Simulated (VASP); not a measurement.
Crystal: Ta.

```
Ta
1.0
     2.91958    0.00000    0.00000
    -1.45979    2.52843    0.00000
     0.00000    0.00000    5.20049
Ta
2
Direct
  0.33333 0.66667 0.25000
  0.66667 0.33333 0.75000
```

Base run:

```yaml
Program: VASP 6.6.1
Functional: PBE
Potentials_or_basis: VASP PAW PBE potentials, release 64 (Ta_pv)
Cutoff: 520 eV
k_mesh: 11 × 11 × 5
Occupations: fermi-dirac, width 0.05 eV
Spin: no spin polarisation
```

Its results: band gap on the k mesh zero (band 11 reaches 6.27 eV, above the bottom of band 12 at 4.87 eV); pressure -4.5 GPa.

Q: After a change of settings the same cell gave: band gap on the k mesh zero (band 11 reaches 6.23 eV, above the bottom of band 12 at 4.77 eV); pressure -14.5 GPa. Which change was it?
A. functional from PBE to LDA; potentials or basis from VASP PAW PBE potentials, release 64 (Ta_pv) to VASP PAW LDA potentials, release 64 (Ta_pv)
B. further incar settings from ALGO = Normal; EDIFF = 1e-06; NBANDS = 18 to ALGO = Normal; EDIFF = 1e-07; NBANDS = 18
C. functional from PBE to PBEsol; further incar settings from ALGO = Normal; EDIFF = 1e-06; NBANDS = 18 to ALGO = Fast; EDIFF = 1e-06; NBANDS = 18

A: A.

Caveats: spin-orbit coupling is left out, which moves the levels of the heavy elements.
